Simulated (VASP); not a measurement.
Runs of VASP 6.6.1 on EuRe3. The structure is that of space group Pm-3m (No. 221), or close to it. The cells are those of the table. 

```tsv
cell	gap on the mesh (eV)	pressure (GPa)	moment (μB)
a = 4.118 Å, 4 atoms	none	-7.7	(b)
a = 4.060 Å, 4 atoms	none	1.1	5.97
a = 4.037 Å, 4 atoms	none	(a)	5.97
a = 4.091 Å, 4 atoms	none	-11.0	0.47
```

Alike in all rows: task single point; level PBEsol; potentials or basis VASP PAW PBE potentials, release 64 (Eu, Re); spin collinear, ferromagnetic start; k mesh 8 × 8 × 8; cutoff (eV) 520; smearing gaussian 0.05 eV.

Estimate the missing entries.

(a) 5.1; (b) 6.01.

Caveats: the PAW data sets were made with another functional, which shifts forces and pressure a little; spin-orbit coupling is left out, which moves the levels of the heavy elements; semilocal functionals describe open f shells poorly, which spoils levels, moments and volumes; the cell stands under tension (at least some runs); the cell stands under pressure (at least some runs).

A k mesh can miss the band edges, and the runs leave out spin-orbit coupling on Eu, Re.

A gap of «none» marks levels without a gap at the run's occupations.
